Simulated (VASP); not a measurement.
# Cu (Pm-3m) in VASP: further runs

The runs below take Cu through single point, relaxation of cell and atoms, with PBE.

All numbers are computed with VASP 6.6.1; they aren't measurements. Logs are shortened: lines on timing, memory, paths and dates and some standing lists are left out, and cuts for length are marked.

## 1. The cell of the first run

Symmetry: Pm-3m, No. 221, cubic system. Conventional cell: a = 2.407 Å, b = 2.407 Å, c = 2.407 Å, α = 90.00°, β = 90.00°, γ = 90.00°. Cu (site symmetry m-3m) has 6 Cu at 2.41 Å within 3.2 Å.

## 2. Single point, PBE

INCAR

```
SYSTEM = Cu
PREC = Accurate
ENCUT = 520
EDIFF = 1E-6
ISMEAR = -1
SIGMA = 0.1
LREAL = .False.
LASPH = .True.
NELM = 80
ALGO = Normal
ISIF = 2
LWAVE = .False.
LCHARG = .True.
GGA = PE
LELF = .True.
LVHAR = .True.
NBANDS = 12
```

KPOINTS

```
regular mesh
0
Gamma
  13 13 13
  0 0 0
```

POSCAR

```
Cu
1.0
    2.4067479196      0.0000000000      0.0000000000
    0.0000000000      2.4067479196      0.0000000000
    0.0000000000      0.0000000000      2.4067479196
Cu
1
Direct
    0.0000000000      0.0000000000      0.0000000000
```

Potentials or basis: VASP PAW PBE potentials, release 64 (Cu).

Command:

```
$ cat potpaw_PBE.64/Cu/POTCAR > POTCAR
$ mpirun -np 1 vasp_std > vasp.out
```

OUTCAR:

```text
SYSTEM = Cu
   PREC = Accurate
   ENCUT = 520
   EDIFF = 1E-6
   ISMEAR = -1
   LREAL = .False.
   LASPH = .True.
   NELM = 80
   ISIF = 2
   GGA = PE

 ion  position               nearest neighbor table
   1  0.000  0.000  0.000-

  LATTYP: Found a simple cubic cell.
 ALAT       =     2.4067479196

  Lattice vectors:

 A1 = (   2.4067479196,   0.0000000000,   0.0000000000)
 A2 = (   0.0000000000,   2.4067479196,   0.0000000000)
 A3 = (   0.0000000000,   0.0000000000,   2.4067479196)

Analysis of symmetry for initial positions (statically):
=====================================================================
 Subroutine PRICEL returns:
 Original cell was already a primitive cell.

 Routine SETGRP: Setting up the symmetry group for a
 simple cubic supercell.

 Subroutine GETGRP returns: Found 48 space group operations
 (whereof 48 operations were pure point group operations)
 out of a pool of 48 trial point group operations.

The static configuration has the point symmetry O_h .

Analysis of symmetry for dynamics (positions and initial velocities):
=====================================================================
 Subroutine PRICEL returns:
 Original cell was already a primitive cell.

 Routine SETGRP: Setting up the symmetry group for a
 simple cubic supercell.

 Subroutine GETGRP returns: Found 48 space group operations
 (whereof 48 operations were pure point group operations)
 out of a pool of 48 trial point group operations.

The dynamic configuration has the point symmetry O_h .

 Subroutine INISYM returns: Found 48 space group operations
 (whereof 48 operations are pure point group operations),
 and found     1 'primitive' translations

----------------------------------------------------------------------------------------

                                     Primitive cell

  volume of cell :      13.9409

  direct lattice vectors                    reciprocal lattice vectors
     2.406747920  0.000000000  0.000000000     0.415498437  0.000000000  0.000000000
     0.000000000  2.406747920  0.000000000     0.000000000  0.415498437  0.000000000
     0.000000000  0.000000000  2.406747920     0.000000000  0.000000000  0.415498437

  length of vectors
     2.406747920  2.406747920  2.406747920     0.415498437  0.415498437  0.415498437

  position of ions in fractional coordinates (direct lattice)
     0.000000000  0.000000000  0.000000000

  ion indices of the primitive-cell ions
   primitive index   ion index
                 1           1

----------------------------------------------------------------------------------------

 KPOINTS: regular mesh

Automatic generation of k-mesh.
 Grid dimensions read from file:
 generate k-points for:   13   13   13

 Generating k-lattice:

  Cartesian coordinates                     Fractional coordinates (reciprocal lattice)
     0.031961418  0.000000000  0.000000000     0.076923077  0.000000000  0.000000000
     0.000000000  0.031961418  0.000000000     0.000000000  0.076923077  0.000000000
     0.000000000  0.000000000  0.031961418     0.000000000  0.000000000  0.076923077

  Length of vectors
     0.031961418  0.031961418  0.031961418

  Shift w.r.t. Gamma in fractional coordinates (k-lattice)
     0.000000000  0.000000000  0.000000000

 Subroutine IBZKPT returns following result:
 ===========================================

 Found     84 irreducible k-points:

 Following reciprocal coordinates:
            Coordinates               Weight
  0.000000  0.000000  0.000000      1.000000
  0.076923  0.000000  0.000000      6.000000
  0.153846  0.000000  0.000000      6.000000
  0.230769  0.000000  0.000000      6.000000
  0.307692  0.000000  0.000000      6.000000
  0.384615  0.000000  0.000000      6.000000
[... 16 lines left out ...]
  0.307692  0.307692  0.000000     12.000000
  0.384615  0.307692  0.000000     24.000000
 [... further k-points ...]
   k-points           NKPTS =     84   k-points in BZ     NKDIM =     84   number of bands    NBANDS=     12
   number of dos      NEDOS =    301   number of ions     NIONS =      1
   total plane-waves  NPLWV =   5832
   dimension x,y,z NGX =    18 NGY =   18 NGZ =   18
   dimension x,y,z NGXF=    36 NGYF=   36 NGZF=   36
   ions per type =               1
   NGX,Y,Z   is equivalent  to a cutoff of  12.43, 12.43, 12.43 a.u.
   NGXF,Y,Z  is equivalent  to a cutoff of  24.87, 24.87, 24.87 a.u.
 SYSTEM =  Cu
   PREC   = accura    normal or accurate (medium, high low for compatibility)
   ISTART =      0    job   : 0-new  1-cont  2-samecut
   ICHARG =      2    charge: 1-file 2-atom 10-const
   ISPIN  =      1    spin polarized calculation?
   LNONCOLLINEAR =      F non collinear calculations
   LSORBIT =      F    spin-orbit coupling
   LASPH  =      T    aspherical Exc in radial PAW
   ENCUT  =  520.0 eV  38.22 Ry    6.18 a.u.   4.47  4.47  4.47*2*pi/ulx,y,z
   NELM   =     80;   NELMIN=  2; NELMDL= -5     # of ELM steps
   EDIFF  = 0.1E-05   stopping-criterion for ELM
   LREAL  =      F    real-space projection
   EDIFFG = 0.1E-04   stopping-criterion for IOM
   NSW    =      0    number of steps for IOM
   IBRION =     -1    ionic relax: 0-MD 1-quasi-New 2-CG
   NFREE  =      0    steps in history (QN), initial steepest desc. (CG)
   ISIF   =      2    stress and relaxation
   ISYM   =      2    0-nonsym 1-usesym 2-fastsym
   POTIM  = 0.5000    time-step for ionic-motion
   TEBEG  =    0.0;   TEEND  =   0.0 temperature during run
   PSTRESS=    0.0 pullay stress
   NELECT =      11.0000    total number of electrons
   NUPDOWN=      -1.0000    fix difference up-down
   EMIN   =  10.00;   EMAX   =-10.00  energy-range for DOS
   EFERMI =   0.00;   METHOD = LEGACY
   ISMEAR =    -1;   SIGMA  =   0.10  broadening in eV -4-tet -1-fermi 0-gaus
   EFERMI_NEDOS =   21; number of points for ismear=-14 and -15
   IALGO  =     38    algorithm
   IMIX   =      4    mixing-type and parameters
     AMIX     =   0.40;   BMIX     =  1.00
     AMIX_MAG =   1.60;   BMIX_MAG =  1.00
  volume/ion in A,a.u.               =      13.94        94.08
  Fermi-wavevector in a.u.,A,eV,Ry     =   1.512778  2.858735 31.136884  2.288496
  Thomas-Fermi vector in A             =   2.622657
   LORBIT       =      0    0 simple, 1 ext, 2 COOP (PROOUT), +10 PAW based schemes
   GGA     = PE    functional components
   LHFCALC =     F    Hartree Fock is set to
   AEXX    =    0.0000 exact exchange contribution
   IVDW    =     0    specifies the selected vdW correction
   LEPSILON=     F    determine dielectric tensor
   LRPA    =     F    only Hartree local field effects (RPA)
 non-spin polarized calculation
  energy-cutoff  :      520.00
  volume of cell :       13.94
 maximum number of plane-waves:       389
 NGX is ok and might be reduce to    18
   NGX =  9   NGY =  9   NGZ =  9

 number of electron      11.0000015 magnetization

 Free energy of the ion-electron system (eV)
  ---------------------------------------------------
  ext. energy  EPLUGINS =         0.00000000
  ---------------------------------------------------
  free energy    TOTEN  =        -3.26857266 eV

  energy without entropy =       -3.25706014  energy(sigma->0) =       -3.26281640

 E-fermi :   5.5337     XC(G=0): -11.7053

 val. band max:        5.4191420807   @ k =   0.3846   0.3077   0.0000
 cond. band min:       5.5557812880   @ k =   0.3077   0.3077   0.2308
 fundamental gap:      0.1366392072
 Fermi energy:         5.5337217225

 k-point     1 :       0.0000    0.0000    0.0000
  band No.  band energies     occupation
      1      -2.4290      2.00000
      2       1.7864      2.00000
      3       1.7864      2.00000
      4       4.2571      1.99999
      5       4.2571      1.99999
      6       4.2571      1.99999
      7      23.0862      0.00000
      8      23.0862      0.00000
      9      23.0862      0.00000
     10      26.4898      0.00000
     11      26.4898      0.00000
     12      30.2353      0.00000

 k-point     2 :       0.0769    0.0000    0.0000
  band No.  band energies     occupation
      1      -2.2683      2.00000
      2       1.8042      2.00000
      3       1.8459      2.00000
      4       4.2104      2.00000
      5       4.2104      2.00000
      6       4.2609      1.99999
      7      20.9775      0.00000
      8      23.2939      0.00000
      9      23.2939      0.00000
     10      26.5607      0.00000
     11      27.9030      0.00000
     12      31.2386      0.00000

 k-point     3 :       0.1538    0.0000    0.0000
  band No.  band energies     occupation
      1      -1.7965      2.00000
      2       1.8535      2.00000
      3       2.0192      2.00000
      4       4.0831      2.00000
      5       4.0831      2.00000
      6       4.2714      1.99999
      7      17.8443      0.00000
      8      23.9037      0.00000
      9      23.9037      0.00000
     10      26.7754      0.00000
     11      28.7775      0.00000
     12      34.4064      0.00000
[... 286 lines left out ...]
 k-point    23 :       0.3077    0.3077    0.0000
  band No.  band energies     occupation
      1       1.4146      2.00000
      2       2.2309      2.00000
      3       3.3382      2.00000
      4       3.7895      2.00000
      5       3.8427      2.00000
      6       4.3094      1.99999
      7      12.9959      0.00000
      8      15.9694      0.00000
      9      24.3173      0.00000
     10      29.1692      0.00000
     11      30.3012      0.00000
     12      36.8375      0.00000

 k-point    24 :       0.3846    0.3077    0.0000
  band No.  band energies     occupation
      1       1.6922      2.00000
      2       2.1761      2.00000
      3       3.5810      2.00000
      4       3.6801      2.00000
      5       3.8433      2.00000
      6       5.4191      1.51748
      7      11.2107      0.00000
      8      16.4811      0.00000
      9      21.9026      0.00000
     10      30.6994      0.00000
     11      31.1346      0.00000
     12      35.8350      0.00000

 [... further k-points ...]

------------------------ aborting loop because EDIFF is reached ----------------------------------------

  FORCE on cell =-STRESS in cart. coord.  units (eV):
  Direction    XX          YY          ZZ          XY          YZ          ZX
  --------------------------------------------------------------------------------------
  -------------------------------------------------------------------------------------
  Total        0.0297898      0.0297898      0.0297898     -0.0000000     -0.0000000      0.0000000
  in kB        3.4236314      3.4236314      3.4236314     -0.0000000     -0.0000000      0.0000000
  external PRESSURE =       3.4236314 kB  Pullay stress =       0.0000000 kB

 VOLUME and BASIS-vectors are now :
 -----------------------------------------------------------------------------
  energy-cutoff  :      520.00
  volume of cell :       13.94
      direct lattice vectors                 reciprocal lattice vectors
     2.406747920  0.000000000  0.000000000     0.415498437  0.000000000  0.000000000
     0.000000000  2.406747920  0.000000000     0.000000000  0.415498437  0.000000000
     0.000000000  0.000000000  2.406747920     0.000000000  0.000000000  0.415498437

 POSITION                                       TOTAL-FORCE (eV/Angst)
 -----------------------------------------------------------------------------------
      0.00000      0.00000      0.00000         0.000000      0.000000      0.000000
 -----------------------------------------------------------------------------------
    total drift:                                0.000000      0.000000     -0.000000

  FREE ENERGIE OF THE ION-ELECTRON SYSTEM (eV)
  ---------------------------------------------------
  free  energy   TOTEN  =        -3.2685726639 eV

  energy  without entropy=       -3.2570601369  energy(sigma->0) =       -3.26281640
```

Wall time 5.1 s (1 thread of Intel Xeon 6975P-C (Granite Rapids), shared host); peak memory 0.12 GiB.

What came out:

```yaml
Free_energy: -3.2686 eV
Pressure: 0.3 GPa
```

(Continued in part 2 of 2.)
